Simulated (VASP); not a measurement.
# C (C2/m) in VASP: notebook

Aim: see how the results for C move with the level of theory and the settings. Levels: PBE, PBE+D3(BJ). Tasks: single point, relaxation of cell and atoms.

All numbers are computed with VASP 6.6.1; they aren't measurements. Logs are shortened: lines on timing, memory, paths and dates and some standing lists are left out, and cuts for length are marked.

**1. The cell of the first run**

It takes space group C2/m (No. 12, monoclinic). The conventional cell has a = 4.272 Å, b = 2.466 Å, c = 4.511 Å, α = 90.00°, β = 108.28°, γ = 90.00°. Within 1.9 Å of C (site symmetry m) lie 3 C at 1.42 Å.

**2. Single point, PBE**

INCAR

```
SYSTEM = C
ALGO = Normal
EDIFF = 1E-7
ENCUT = 520
GGA = PE
ISIF = 2
ISMEAR = 0
LASPH = .TRUE.
LCHARG = .FALSE.
LREAL = .FALSE.
LWAVE = .FALSE.
NBANDS = 11
NELM = 100
PREC = Accurate
SIGMA = 0.02
```

KPOINTS

```
k-points
0
G
  14 14 8
  0 0 0
```

POSCAR

```
C
1.0
    2.1360055124     -1.2332322756     -0.0083048606
    2.1360055124      1.2332322756     -0.0083048606
   -1.3983746777      0.0000000000      4.2884832222
C
2
Direct
    0.8333348324      0.8333348324      0.0000045101
    0.1666651676      0.1666651676      0.9999954899
```

Potentials or basis: VASP PAW PBE potentials, release 64 (C).

The run is started by

```bash
cat potpaw_PBE.64/C/POTCAR > POTCAR
mpirun -np 1 vasp_std > vasp.out
```

OUTCAR:

```text
SYSTEM = C
   EDIFF = 1E-7
   ENCUT = 520
   GGA = PE
   ISIF = 2
   ISMEAR = 0
   LASPH = .TRUE.
   LREAL = .FALSE.
   NELM = 100
   PREC = Accurate

 ion  position               nearest neighbor table
   1  0.833  0.833  0.000-   2 1.42   2 1.42   2 1.42
   2  0.167  0.167  1.000-   1 1.42   1 1.42   1 1.42

  LATTYP: Found a base centered monoclinic cell.
 ALAT       =     4.2720433143
 B/A-ratio  =     0.5773500805
 C/A-ratio  =     1.0558680215
 COS(beta)  =    -0.3137059393

  Lattice vectors:

 A1 = (   2.1360055124,  -1.2332322756,  -0.0083048606)
 A2 = (   2.1360055124,   1.2332322756,  -0.0083048606)
 A3 = (  -1.3983746777,   0.0000000000,   4.2884832222)

Analysis of symmetry for initial positions (statically):
=====================================================================
 Subroutine PRICEL returns:
 Original cell was already a primitive cell.

 Routine SETGRP: Setting up the symmetry group for a
 base centered monoclinic supercell.

 Subroutine GETGRP returns: Found  4 space group operations
 (whereof  4 operations were pure point group operations)
 out of a pool of  4 trial point group operations.

The static configuration has the point symmetry C_2h.

Analysis of symmetry for dynamics (positions and initial velocities):
=====================================================================
 Subroutine PRICEL returns:
 Original cell was already a primitive cell.

 Routine SETGRP: Setting up the symmetry group for a
 base centered monoclinic supercell.

 Subroutine GETGRP returns: Found  4 space group operations
 (whereof  4 operations were pure point group operations)
 out of a pool of  4 trial point group operations.

The dynamic configuration has the point symmetry C_2h.

 Subroutine INISYM returns: Found  4 space group operations
 (whereof  4 operations are pure point group operations),
 and found     1 'primitive' translations

----------------------------------------------------------------------------------------

                                     Primitive cell

  volume of cell :      22.5647

  direct lattice vectors                    reciprocal lattice vectors
     2.136005512 -1.233232276 -0.008304861     0.234378938 -0.405438627  0.076425523
     2.136005512  1.233232276 -0.008304861     0.234378938  0.405438627  0.076425523
    -1.398374678  0.000000000  4.288483222     0.000907773  0.000000000  0.233478681

  length of vectors
     2.466465156  2.466465156  4.510713922     0.474504823  0.474504823  0.233480446

  position of ions in fractional coordinates (direct lattice)
     0.833334832  0.833334832  0.000004510
     0.166665168  0.166665168  0.999995490

  ion indices of the primitive-cell ions
   primitive index   ion index
                 1           1
                 2           2

----------------------------------------------------------------------------------------

 KPOINTS: k-points

Automatic generation of k-mesh.
 Grid dimensions read from file:
 generate k-points for:   14   14    8

 Generating k-lattice:

  Cartesian coordinates                     Fractional coordinates (reciprocal lattice)
     0.016741353 -0.028959902  0.005458966     0.071428571 -0.000000000  0.000000000
     0.016741353  0.028959902  0.005458966    -0.000000000  0.071428571  0.000000000
     0.000113472  0.000000000  0.029184835    -0.000000000 -0.000000000  0.125000000

  Length of vectors
     0.033893202  0.033893202  0.029185056

  Shift w.r.t. Gamma in fractional coordinates (k-lattice)
     0.000000000  0.000000000  0.000000000

 Subroutine IBZKPT returns following result:
 ===========================================

 Found    429 irreducible k-points:

 Following reciprocal coordinates:
            Coordinates               Weight
  0.000000  0.000000  0.000000      1.000000
  0.071429  0.000000  0.000000      4.000000
  0.142857  0.000000  0.000000      4.000000
  0.214286  0.000000  0.000000      4.000000
  0.285714 -0.000000  0.000000      4.000000
  0.357143  0.000000  0.000000      4.000000
[... 16 lines left out ...]
  0.214286  0.142857  0.000000      4.000000
  0.285714  0.142857  0.000000      4.000000
 [... further k-points ...]
   k-points           NKPTS =    429   k-points in BZ     NKDIM =    429   number of bands    NBANDS=     11
   number of dos      NEDOS =    301   number of ions     NIONS =      2
   total plane-waves  NPLWV =  11664
   dimension x,y,z NGX =    18 NGY =   18 NGZ =   36
   dimension x,y,z NGXF=    36 NGYF=   36 NGZF=   72
   ions per type =               2
   NGX,Y,Z   is equivalent  to a cutoff of  12.13, 12.13, 13.27 a.u.
   NGXF,Y,Z  is equivalent  to a cutoff of  24.26, 24.26, 26.54 a.u.
 SYSTEM =  C
   PREC   = accura    normal or accurate (medium, high low for compatibility)
   ISTART =      0    job   : 0-new  1-cont  2-samecut
   ICHARG =      2    charge: 1-file 2-atom 10-const
   ISPIN  =      1    spin polarized calculation?
   LNONCOLLINEAR =      F non collinear calculations
   LSORBIT =      F    spin-orbit coupling
   LASPH  =      T    aspherical Exc in radial PAW
   ENCUT  =  520.0 eV  38.22 Ry    6.18 a.u.   4.59  4.59  8.39*2*pi/ulx,y,z
   NELM   =    100;   NELMIN=  2; NELMDL= -5     # of ELM steps
   EDIFF  = 0.1E-06   stopping-criterion for ELM
   LREAL  =      F    real-space projection
   EDIFFG = 0.1E-05   stopping-criterion for IOM
   NSW    =      0    number of steps for IOM
   IBRION =     -1    ionic relax: 0-MD 1-quasi-New 2-CG
   NFREE  =      0    steps in history (QN), initial steepest desc. (CG)
   ISIF   =      2    stress and relaxation
   ISYM   =      2    0-nonsym 1-usesym 2-fastsym
   POTIM  = 0.5000    time-step for ionic-motion
   TEBEG  =    0.0;   TEEND  =   0.0 temperature during run
   PSTRESS=    0.0 pullay stress
   NELECT =       8.0000    total number of electrons
   NUPDOWN=      -1.0000    fix difference up-down
   EMIN   =  10.00;   EMAX   =-10.00  energy-range for DOS
   EFERMI =   0.00;   METHOD = LEGACY
   ISMEAR =     0;   SIGMA  =   0.02  broadening in eV -4-tet -1-fermi 0-gaus
   EFERMI_NEDOS =   21; number of points for ismear=-14 and -15
   IALGO  =     38    algorithm
   IMIX   =      4    mixing-type and parameters
     AMIX     =   0.40;   BMIX     =  1.00
     AMIX_MAG =   1.60;   BMIX_MAG =  1.00
  volume/ion in A,a.u.               =      11.28        76.14
  Fermi-wavevector in a.u.,A,eV,Ry     =   1.158675  2.189578 18.266187  1.342527
  Thomas-Fermi vector in A             =   2.295275
   LORBIT       =      0    0 simple, 1 ext, 2 COOP (PROOUT), +10 PAW based schemes
   GGA     = PE    functional components
   LHFCALC =     F    Hartree Fock is set to
   AEXX    =    0.0000 exact exchange contribution
   IVDW    =     0    specifies the selected vdW correction
   LEPSILON=     F    determine dielectric tensor
   LRPA    =     F    only Hartree local field effects (RPA)
 non-spin polarized calculation
 Gauss-broadening in eV      SIGMA  =   0.02
  energy-cutoff  :      520.00
  volume of cell :       22.56
 maximum number of plane-waves:       625
   NGX =  9   NGY =  9   NGZ = 17

 number of electron       8.0000000 magnetization

 Free energy of the ion-electron system (eV)
  ---------------------------------------------------
  ext. energy  EPLUGINS =         0.00000000
  ---------------------------------------------------
  free energy    TOTEN  =       -18.45405377 eV

  energy without entropy =      -18.45405377  energy(sigma->0) =      -18.45405377

 E-fermi :   2.3463     XC(G=0):  -8.6934

 val. band max:        2.2093184833   @ k =  -0.2857   0.3571   0.1250
 cond. band min:       3.3284871194   @ k =  -0.3571   0.3571   0.5000
 fundamental gap:      1.1191686362
 Fermi energy:         2.3463150075

 k-point     1 :       0.0000    0.0000    0.0000
  band No.  band energies     occupation
      1     -16.7715      2.00000
      2      -4.6114      2.00000
      3      -0.2822      2.00000
      4      -0.2822      2.00000
      5       5.8335      0.00000
      6      11.0676      0.00000
      7      11.0677      0.00000
      8      14.1683      0.00000
      9      15.2528      0.00000
     10      19.3692      0.00000
     11      25.2800      0.00000

 k-point     2 :       0.0714    0.0000    0.0000
  band No.  band energies     occupation
      1     -16.6507      2.00000
      2      -4.4720      2.00000
      3      -0.7668      2.00000
      4      -0.5351      2.00000
      5       6.0029      0.00000
      6      11.1260      0.00000
      7      11.5827      0.00000
      8      13.7502      0.00000
      9      15.4739      0.00000
     10      19.3959      0.00000
     11      25.6677      0.00000

 k-point     3 :       0.1429    0.0000    0.0000
  band No.  band energies     occupation
      1     -16.2891      2.00000
      2      -4.0562      2.00000
      3      -2.0350      2.00000
      4      -1.1622      2.00000
      5       6.5108      0.00000
      6      11.1336      0.00000
      7      12.6000      0.00000
      8      12.9858      0.00000
      9      16.1885      0.00000
     10      19.4483      0.00000
     11      26.4570      0.00000

 k-point     4 :       0.2143    0.0000    0.0000
  band No.  band energies     occupation
      1     -15.6898      2.00000
      2      -3.7407      2.00000
      3      -3.3731      2.00000
      4      -1.9210      2.00000
      5       7.3538      0.00000
      6      10.9365      0.00000
      7      10.9637      0.00000
      8      14.9971      0.00000
      9      17.3006      0.00000
     10      19.4518      0.00000
     11      24.7404      0.00000

 k-point     5 :       0.2857   -0.0000    0.0000
  band No.  band energies     occupation
      1     -14.8589      2.00000
      2      -5.6147      2.00000
      3      -2.6298      2.00000
      4      -2.4434      2.00000
      5       8.5026      0.00000
      6       9.0490      0.00000
      7      10.6793      0.00000
      8      17.3519      0.00000
      9      18.3306      0.00000
     10      19.3209      0.00000
     11      23.1198      0.00000
[... 211 lines left out ...]
 k-point    21 :      -0.0714    0.0714    0.0000
  band No.  band energies     occupation
      1     -16.4100      2.00000
      2      -4.1861      2.00000
      3      -1.5773      2.00000
      4      -1.0416      2.00000
      5       6.3059      0.00000
      6      11.3350      0.00000
      7      12.3205      0.00000
      8      12.9697      0.00000
      9      15.9936      0.00000
     10      19.5411      0.00000
     11      26.2614      0.00000

 k-point    22 :       0.1429    0.1429    0.0000
  band No.  band energies     occupation
      1     -16.2870      2.00000
      2      -4.0876      2.00000
      3      -2.0337      2.00000
      4      -1.1631      2.00000
      5       6.6518      0.00000
      6      11.1290      0.00000
      7      12.5917      0.00000
      8      12.9853      0.00000
      9      16.1974      0.00000
     10      19.0384      0.00000
     11      26.1848      0.00000

 k-point    23 :       0.2143    0.1429    0.0000
  band No.  band energies     occupation
      1     -15.9260      2.00000
      2      -3.6892      2.00000
      3      -2.9555      2.00000
      4      -1.8454      2.00000
      5       7.2253      0.00000
      6      11.4695      0.00000
      7      11.5879      0.00000
      8      13.5969      0.00000
      9      17.1501      0.00000
     10      18.8969      0.00000
     11      24.5493      0.00000

 k-point    24 :       0.2857    0.1429    0.0000
  band No.  band energies     occupation
      1     -15.3291      2.00000
      2      -4.1302      2.00000
      3      -3.0230      2.00000
      4      -2.9170      2.00000
      5       8.1268      0.00000
      6      10.1696      0.00000
      7      12.2913      0.00000
      8      13.9115      0.00000
      9      18.5778      0.00000
     10      18.8514      0.00000
     11      22.8916      0.00000

 [... further k-points ...]
[... 5 lines left out ...]
  --------------------------------------------------------------------------------------
  -------------------------------------------------------------------------------------
  Total        0.0780946      0.0779517     -0.0031583      0.0000000      0.0000000     -0.0003659
  in kB        5.5450024      5.5348567     -0.2242536      0.0000000      0.0000000     -0.0259804
  external PRESSURE =       3.6185351 kB  Pullay stress =       0.0000000 kB

 VOLUME and BASIS-vectors are now :
 -----------------------------------------------------------------------------
  energy-cutoff  :      520.00
  volume of cell :       22.56
      direct lattice vectors                 reciprocal lattice vectors
     2.136005512 -1.233232276 -0.008304861     0.234378938 -0.405438627  0.076425523
     2.136005512  1.233232276 -0.008304861     0.234378938  0.405438627  0.076425523
    -1.398374678  0.000000000  4.288483222     0.000907773  0.000000000  0.233478681

 POSITION                                       TOTAL-FORCE (eV/Angst)
 -----------------------------------------------------------------------------------
      3.56001      0.00000     -0.01382         0.000015      0.000000     -0.000001
     -0.68637      0.00000      4.28570        -0.000015      0.000000      0.000001
 -----------------------------------------------------------------------------------
    total drift:                               -0.000000     -0.000000      0.000000

  FREE ENERGIE OF THE ION-ELECTRON SYSTEM (eV)
  ---------------------------------------------------
  free  energy   TOTEN  =       -18.4540537660 eV

  energy  without entropy=      -18.4540537660  energy(sigma->0) =      -18.45405377
```

Wall time 69 s (1 thread of Intel Xeon Platinum 8259CL at 2.50GHz (Skylake/Cascade Lake), shared host); peak memory 0.19 GiB.

Results:

| Property | Result |
| --- | --- |
| Free energy | -18.4541 eV |
| Pressure | 0.4 GPa |
| Band gap on the k mesh | 1.12 eV, indirect (the least direct gap lies 1.5 meV higher) |

Stress tensor (GPa, compression positive):
```
 0.55  0.00  0.00
 0.00  0.55  0.00
 0.00  0.00 -0.02
```

Levels at points of the mesh, in eV from the valence-band top:
```csv
k point,band 1,band 2,band 3,band 4,band 5,band 6,band 7,band 8,band 9
"(0.00, 0.00, 0.00)",-18.98,-6.82,-2.49,-2.49,3.62,8.86,8.86,11.96,13.04
"(0.50, 0.00, 0.00)",-13.73,-12.69,-5.86,-1.74,2.33,7.94,11.51,11.83,16.90
"(0.50, 0.50, 0.00)",-13.72,-12.68,-5.87,-1.88,2.13,7.89,12.45,13.11,16.89
"(0.00, 0.00, 0.50)",-18.95,-7.29,-2.49,-2.49,6.89,8.85,8.85,10.87,11.98
"(0.50, 0.00, 0.50)",-13.72,-12.68,-5.87,-1.88,2.12,7.89,12.47,13.14,16.89
"(0.50, 0.50, 0.50)",-13.73,-12.69,-5.86,-1.74,2.32,7.94,11.53,11.85,16.90
```

Caveat: this functional lacks dispersion, which binds the layers, so the pressure and a relaxed spacing across them are unreliable.

**3. Relaxation of cell and atoms, PBE**

This run uses another cell than the first one, of 9.15 Å³/atom, 0.811 times its volume.

INCAR

```
SYSTEM = C
PREC = Accurate ; ENCUT = 600
EDIFF = 1E-6 ; ISMEAR = 0
SIGMA = 0.02 ; LREAL = .FALSE.
LASPH = .TRUE. ; NELM = 100
ALGO = Normal ; ISIF = 3
LWAVE = .FALSE. ; LCHARG = .FALSE.
GGA = PE ; IBRION = 2
NSW = 100 ; EDIFFG = -0.005
```

KPOINTS

```
Automatic mesh
0
G
  14 14 8
  0 0 0
```

POSCAR

```
C
1.0
    2.1273203072     -1.2282824400      0.0000000000
    2.1273203072      1.2282824400      0.0000000000
   -1.3790696309      0.0000000000      3.5028300786
C
2
Direct
    0.8333555300      0.8333555300      0.0000930400
    0.1666444700      0.1666444700      0.9999069600
```

Potentials or basis: VASP PAW PBE potentials, release 64 (C).

The run is started by

```bash
cat potpaw_PBE.64/C/POTCAR > POTCAR
mpirun -np 1 vasp_std > vasp.out
```

Run time: 38 min. Hardware: 1 thread of Intel Xeon Platinum 8259CL at 2.50GHz (Skylake/Cascade Lake), shared host; peak memory 0.18 GiB.

Results (log left out):

```
Free energy                            : -18.4533 eV
Relaxed volume                         : 10.60 Å³/atom
Relaxed cell                           : a = 2.467 Å, b = 2.467 Å, c = 4.261 Å, α = 106.60°, β = 106.60°, γ = 60.00°
Space group after relaxing (to 0.05 Å) : R-3m (No. 166)
Energy gained by relaxing              : 7.3 meV/atom
Ionic steps                            : 70
Pressure after relaxing                : 0.0 GPa
Largest force after relaxing           : 0.005 eV/Å
Band gap on the k mesh                 : 1.05 eV, indirect (the least direct gap lies 4.9 meV higher)
```

Forces on the atoms (eV/Å):
```
C   -0.005  0.000 -0.001
C    0.005  0.000  0.001
```

The path:
| step | energy change (eV) | largest force (eV/Å) | pressure (GPa) | volume (Å³) |
| --- | --- | --- | --- | --- |
| 1 | 0.0000 | 0.0054 | 3.84 | 18.31 |
| 3 | -0.0025 | 0.0034 | 0.34 | 18.50 |
| 5 | -0.0059 | 0.0515 | 0.30 | 18.84 |
| 7 | -0.0125 | 0.2979 | 0.30 | 20.37 |
| 9 | -0.0137 | 0.0978 | 0.23 | 20.51 |
| 11 | -0.0139 | 0.0808 | 0.19 | 20.62 |
| 13 | -0.0141 | 0.0763 | -0.04 | 20.71 |
| 15 | -0.0143 | 0.0212 | -0.08 | 20.86 |
| 17 | -0.0143 | 0.0324 | -0.02 | 20.86 |
| 19 | -0.0143 | 0.0369 | -0.06 | 20.86 |
| 21 | -0.0143 | 0.0296 | 0.05 | 20.87 |
| 23 | -0.0144 | 0.0196 | 0.19 | 20.91 |
| 25 | -0.0144 | 0.0169 | -0.01 | 20.94 |
| 27 | -0.0144 | 0.0141 | -0.07 | 20.97 |
| 29 | -0.0144 | 0.0022 | 0.09 | 20.98 |
| 31 | -0.0144 | 0.0074 | 0.16 | 20.98 |
| 33 | -0.0144 | 0.0103 | 0.15 | 20.98 |
| 35 | -0.0144 | 0.0084 | 0.13 | 20.98 |
| 37 | -0.0144 | 0.0083 | 0.03 | 20.99 |
| 39 | -0.0144 | 0.0067 | 0.01 | 21.00 |
| 41 | -0.0144 | 0.0096 | -0.05 | 21.00 |
| 43 | -0.0144 | 0.0076 | -0.01 | 21.00 |
| 45 | -0.0145 | 0.0092 | 0.02 | 21.02 |
| 47 | -0.0145 | 0.0115 | 0.07 | 21.04 |
| 49 | -0.0145 | 0.0098 | 0.07 | 21.05 |
| 51 | -0.0145 | 0.0078 | 0.01 | 21.08 |
| 53 | -0.0145 | 0.0197 | -0.14 | 21.15 |
| 55 | -0.0145 | 0.0274 | 0.00 | 21.19 |
| 57 | -0.0145 | 0.0188 | 0.00 | 21.18 |
| 59 | -0.0145 | 0.0077 | 0.05 | 21.19 |
| 61 | -0.0145 | 0.0039 | 0.05 | 21.20 |
| 63 | -0.0145 | 0.0051 | 0.09 | 21.20 |
| 65 | -0.0145 | 0.0024 | 0.07 | 21.20 |
| 67 | -0.0145 | 0.0101 | -0.01 | 21.21 |
| 69 | -0.0145 | 0.0062 | 0.01 | 21.21 |
| 70 | -0.0145 | 0.0049 | 0.02 | 21.20 |

Final structure:
```yaml
crystal:
  lattice:
    - [2.13665, -1.23349, -0.00591]
    - [2.13665, 1.23349, -0.00591]
    - [-1.39491, 0.00000, 4.02662]
  atoms:
    - { symbol: C, position: [0.83335, 0.83335, 0.00002] }
    - { symbol: C, position: [0.16665, 0.16665, 0.99998] }
```

Levels at points of the mesh, in eV from the valence-band top:
```csv
k point,band 1,band 2,band 3,band 4,band 5,band 6,band 7,band 8
"(0.00, 0.00, 0.00)",-19.03,-6.73,-2.53,-2.53,3.78,8.81,8.82,11.90
"(0.50, 0.00, 0.00)",-13.77,-12.73,-5.90,-1.73,2.33,7.91,11.62,11.98
"(0.50, 0.50, 0.00)",-13.75,-12.71,-5.91,-1.95,2.04,7.82,12.65,13.50
"(0.00, 0.00, 0.50)",-18.97,-7.44,-2.53,-2.53,7.66,8.81,8.81,11.95
"(0.50, 0.00, 0.50)",-13.75,-12.71,-5.91,-1.96,2.03,7.82,12.69,13.57
"(0.50, 0.50, 0.50)",-13.77,-12.73,-5.90,-1.74,2.32,7.91,11.65,12.03
```

Caveat: the volume moved by over 15 % at a fixed basis, so the end points are rough; this functional lacks dispersion, which binds the layers, so the pressure and a relaxed spacing across them are unreliable.

[end of part 1 of 3]
